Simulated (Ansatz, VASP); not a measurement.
**One calculation of AlSn, two programs**

Contents of INCAR:

```
  ALGO = Normal
  EDIFF = 1E-6
  ENCUT = 500
  GGA = PE
  GGA_COMPAT = F
  ISIF = 2
  ISMEAR = 0
  LASPH = T
  LCHARG = F
  LREAL = F
  LWAVE = F
  NBANDS = 16
  NELM = 120
  PREC = Accurate
  SIGMA = 0.1
```

KPOINTS

```
k-points
0
Gamma
  3 3 2
```

Contents of POSCAR:

```
AlSn
1.0
    4.1981056157      0.0000000000      0.0000000000
   -2.0990528078      3.6356661109      0.0000000000
    0.0000000000      0.0000000000      3.3068470000
Al Sn
1 1
Direct
    0.0000000000      0.0000000000      0.0000000000
    0.3333333333      0.6666666667      0.5000000000
```

Input for Ansatz:

```yaml
crystal:
  lattice:
    - [4.1981056157, 0.0, 0.0]
    - [-2.0990528078, 3.6356661109, 0.0]
    - [0.0, 0.0, 3.306847]
  atoms:
    - { symbol: Al, position: [0.0, 0.0, 0.0] }
    - { symbol: Sn, position: [0.3333333333, 0.6666666667, 0.5] }
basis:
  ecutwfc: 420
kpoints:
  mp_grid: { grid: [3, 3, 2] }
hamiltonian:
  xc: pbe
scf:
  occupations: { method: gaussian, width: 0.1 }
  max_iter: 30
  convergence: { dr2_threshold: "1e-4 eV" }
output:
  forces: true
  stress: true
  eigenvalues: true
  dos: {}
```

Alike in both runs: task single point; functional PBE; k mesh 3 × 3 × 2; occupations gaussian, width 0.1 eV; no spin polarisation.

|  | VASP | Ansatz |
| --- | --- | --- |
| version | VASP 6.6.1 | Ansatz 0.2.0 |
| potentials or method | VASP PAW PBE potentials, release 64 (Al, Sn_d), cutoff 500 eV | scalar-relativistic, plane waves, PAW |
| valence electrons in the cell | 17 | 17 |

|  | VASP | Ansatz | Ansatz less VASP |
| --- | --- | --- | --- |
| gap on the k mesh at the Fermi level (eV) | none | none | - |
| pressure (GPa) | -1.1 | -1.0 | +0.05 |
| traceless stress, the component that is largest in VASP (GPa) | -6.29 | -6.29 | -0.001 |

A gap of «none» marks a metal or a gap that the smearing closes. Ansatz's warnings: force scf threshold loose, stress scf threshold loose.

The k mesh is coarse, so the values compare programs but aren't converged.
